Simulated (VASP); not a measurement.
A run of VASP 6.6.1 is set up as follows.

Contents of INCAR:

```
  ALGO = Fast
  EDIFF = 1E-6
  ENCUT = 520
  GGA = PS
  ISIF = 2
  ISMEAR = 0
  LASPH = T
  LCHARG = F
  LREAL = F
  LWAVE = F
  NBANDS = 27
  NELM = 60
  PREC = Accurate
  SIGMA = 0.1
```

File KPOINTS:

```
k-points
0
Gamma
  10 10 10
```

POSCAR

```
TiAl2
1.0
    1.9795500000     -6.0472000000      0.0000000000
    1.9795500000      6.0472000000      0.0000000000
    0.0000000000      0.0000000000      4.0315000000
Ti Al
2 4
Direct
    0.6490000000      0.3510000000      0.0000000000
    0.3510000000      0.6490000000      0.0000000000
    0.0000000000      0.0000000000      0.0000000000
    0.8240000000      0.1760000000      0.5000000000
    0.1760000000      0.8240000000      0.5000000000
    0.5000000000      0.5000000000      0.5000000000
```

Potentials or basis: VASP PAW PBE potentials, release 64 (Ti_sv, Al).

Launch:

```bash
$ cat potpaw_PBE.64/Ti_sv/POTCAR potpaw_PBE.64/Al/POTCAR > POTCAR
$ mpirun -np 1 vasp_std > vasp.out
```

Question: Estimate the band gap on the k mesh.

Answer: Zero (bands 18 and 19 overlap by 1.05 eV).

Question: Predict the pressure.

Answer: -2.7 GPa.

Question: Estimate the largest force.

Answer: 0.864 eV/Å.

Stress tensor (GPa, compression positive):
```
-2.86  0.00  0.00
 0.00 -1.05  0.00
 0.00  0.00 -4.31
```

Caveat: the PAW data sets were made with another functional, which shifts forces and pressure a little.
